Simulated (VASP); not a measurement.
# SbC2 (Fm-3m) in VASP: notebook, part 2 of 2

VASP 6.6.1. Earlier steps stand in the parts before.

**4. Relaxation of cell and atoms, PBE**

The input, INCAR:

```
SYSTEM = SbC2
ALGO = Normal ; EDIFF = 1E-7
EDIFFG = -0.01 ; ENCUT = 600
GGA = PE ; IBRION = 2
ISIF = 3 ; ISMEAR = 0
LASPH = .True. ; LCHARG = .False.
LREAL = .False. ; LWAVE = .False.
NELM = 100 ; NSW = 100
PREC = Accurate ; SIGMA = 0.1
```

The input, KPOINTS:

```
k-points
0
Gamma
  14 14 14
  0 0 0
```

The input, POSCAR:

```
SbC2
1.0
    0.0000000000      2.7610917431      2.7610917431
    2.7610917431      0.0000000000      2.7610917431
    2.7610917431      2.7610917431      0.0000000000
Sb C
1 2
Direct
    0.0000000000      0.0000000000      0.0000000000
    0.2500000000      0.2500000000      0.2500000000
    0.7500000000      0.7500000000      0.7500000000
```

Potentials or basis: VASP PAW PBE potentials, release 64 (Sb, C).

On the command line:

```sh
> cat potpaw_PBE.64/Sb/POTCAR potpaw_PBE.64/C/POTCAR > POTCAR
> mpirun -np 1 vasp_std > vasp.out
```

OUTCAR:

```text
SYSTEM = SbC2
   EDIFF = 1E-7
   EDIFFG = -0.01
   ENCUT = 600
   GGA = PE
   IBRION = 2
   ISIF = 3
   ISMEAR = 0
   LASPH = .True.
   LREAL = .False.
   NELM = 100
   NSW = 100
   PREC = Accurate

 ion  position               nearest neighbor table
   1  0.000  0.000  0.000-   3 2.39   3 2.39   3 2.39   2 2.39   3 2.39   2 2.39   2 2.39   2 2.39

   2  0.250  0.250  0.250-   1 2.39   1 2.39   1 2.39   1 2.39
   3  0.750  0.750  0.750-   1 2.39   1 2.39   1 2.39   1 2.39

  LATTYP: Found a face centered cubic cell.
 ALAT       =     5.5221834862

  Lattice vectors:

 A1 = (   0.0000000000,   2.7610917431,   2.7610917431)
 A2 = (   2.7610917431,   0.0000000000,   2.7610917431)
 A3 = (   2.7610917431,   2.7610917431,   0.0000000000)

Analysis of symmetry for initial positions (statically):
=====================================================================
 Subroutine PRICEL returns:
 Original cell was already a primitive cell.

 Routine SETGRP: Setting up the symmetry group for a
 face centered cubic supercell.

 Subroutine GETGRP returns: Found 48 space group operations
 (whereof 48 operations were pure point group operations)
 out of a pool of 48 trial point group operations.
[... 173 lines left out ...]
  -------------------------------------------------------------------------------------
  Total       -1.0469690     -1.0469690     -1.0469690      0.0000000     -0.0000000     -0.0000000
  in kB      -39.8448238    -39.8448238    -39.8448238      0.0000000     -0.0000000     -0.0000000
  external PRESSURE =     -39.8448238 kB  Pullay stress =       0.0000000 kB
[... 61 lines left out ...]
--------------------------------------- Ionic step        3  -------------------------------------------

 number of electron      13.0000001 magnetization

 Free energy of the ion-electron system (eV)
  ---------------------------------------------------
  ext. energy  EPLUGINS =         0.00000000
  ---------------------------------------------------
  free energy    TOTEN  =       -14.81514481 eV

  energy without entropy =      -14.80705459  energy(sigma->0) =      -14.81109970

 E-fermi :   7.9985     XC(G=0): -10.9052

 val. band max:        7.9913756994   @ k =   0.5000   0.1429   0.0000
 cond. band min:       8.0072526986   @ k =  -0.3571   0.5000   0.1429
 fundamental gap:      0.0158769992
 Fermi energy:         7.9984671846

 k-point     1 :       0.0000    0.0000    0.0000
  band No.  band energies     occupation
      1      -7.6651      2.00000
      2       0.8678      2.00000
      3       5.5854      2.00000
      4       5.5854      2.00000
      5       5.5854      2.00000
      6       6.9464      2.00000
      7       6.9464      2.00000
      8       6.9464      2.00000
      9       7.9414      1.58043
     10      11.3482      0.00000
[... 287 lines left out ...]
 k-point    24 :       0.2857    0.1429    0.0000
  band No.  band energies     occupation
      1      -6.6769      2.00000
      2      -0.5058      2.00000
      3       2.3002      2.00000
      4       3.7769      2.00000
      5       4.3972      2.00000
      6       6.8948      2.00000
      7       7.7497      1.99957
      8       8.0893      0.19874
      9       9.7754      0.00000
     10      12.5288      0.00000

 [... further k-points ...]
[... 5 lines left out ...]
  --------------------------------------------------------------------------------------
  -------------------------------------------------------------------------------------
  Total        0.0036355      0.0036355      0.0036355     -0.0000000      0.0000000      0.0000000
  in kB        0.1433871      0.1433871      0.1433871     -0.0000000      0.0000000      0.0000000
  external PRESSURE =       0.1433871 kB  Pullay stress =       0.0000000 kB
[... 18 lines left out ...]
  FREE ENERGIE OF THE ION-ELECTRON SYSTEM (eV)
  ---------------------------------------------------
  free  energy   TOTEN  =       -14.8151448067 eV

  energy  without entropy=      -14.8070545860  energy(sigma->0) =      -14.81109970

 reached required accuracy - stopping structural energy minimisation
```

OSZICAR:

```text
N       E                     dE             d eps       ncg     rms          rms(c)
DAV:   1     0.565330388627E+02    0.56533E+02   -0.57928E+03  2088   0.117E+03
DAV:   2    -0.111036010601E+02   -0.67637E+02   -0.65586E+02  3016   0.193E+02
DAV:   3    -0.155117217827E+02   -0.44081E+01   -0.41558E+01  2510   0.510E+01
[... 27 lines left out ...]
DAV:   5    -0.148151452254E+02    0.22695E-05   -0.25199E-06  2234   0.144E-02    0.904E-03
DAV:   6    -0.148151445154E+02    0.70999E-06   -0.58585E-07  2312   0.625E-03    0.970E-04
DAV:   7    -0.148151446549E+02   -0.13954E-06   -0.38681E-08  1226   0.159E-03    0.185E-04
DAV:   8    -0.148151448282E+02   -0.17323E-06   -0.21498E-08  1182   0.120E-03    0.129E-04
DAV:   9    -0.148151448067E+02    0.21479E-07   -0.15262E-09  1066   0.330E-04
   3 F= -.14815145E+02 E0= -.14811100E+02  d E =-.189975E-01
```

Wall time 52 s (1 thread of Intel Xeon 6975P-C (Granite Rapids), shared host); peak memory 0.22 GiB.

What came out:

```yaml
Free_energy: -14.8151 eV
Relaxed_volume: 13.54 Å³/atom
Relaxed_cell: a = 3.859 Å, b = 3.859 Å, c = 3.859 Å, α = 60.00°, β = 60.00°, γ = 60.00°
Space_group_after_relaxing_to_0.05_Å: Fm-3m (No. 225)
Energy_gained_by_relaxing: 6.3 meV/atom
Ionic_steps: 3
Pressure_after_relaxing: 0.0 GPa
```

Step by step:
```
step  energy change (eV)  largest force (eV/Å)  pressure (GPa)  volume (Å³)
   1              0.0000                0.0000           -3.98        42.10
   2             -0.0154                0.0000            1.93        40.01
   3             -0.0190                0.0000            0.01        40.62
```

Final structure:
```yaml
crystal:
  lattice:
    - [0.00000, 2.72843, 2.72843]
    - [2.72843, 0.00000, 2.72843]
    - [2.72843, 2.72843, 0.00000]
  atoms:
    - { symbol: Sb, position: [0.00000, 0.00000, 0.00000] }
    - { symbol: C, position: [0.25000, 0.25000, 0.25000] }
    - { symbol: C, position: [0.75000, 0.75000, 0.75000] }
```

Caveat: spin-orbit coupling is left out, which moves the levels of the heavy elements.

**5. Summary**

| task | cell | k mesh | cutoff (eV) | gap on the mesh (eV) | pressure (GPa) |
| --- | --- | --- | --- | --- | --- |
| single point | a = 3.905 Å, angles 60.0°, 3 atoms | 6 × 6 × 6 | 520 | none | -3.6 |
| single point | a = 3.860 Å, angles 60.0°, 3 atoms | 14 × 14 × 14 | 520 | none | 0.0 |
| relaxation of cell and atoms | relaxed from a = 3.905 Å, angles 60.0°, 3 atoms | 14 × 14 × 14 | 600 | none | 0.0 |

Alike in all rows: level PBE; potentials or basis VASP PAW PBE potentials, release 64 (Sb, C); no spin polarisation; smearing gaussian 0.1 eV.

Caveats: spin-orbit coupling is left out, which moves the levels of the heavy elements.

Absolute energies hang on the potentials; compare differences alone.
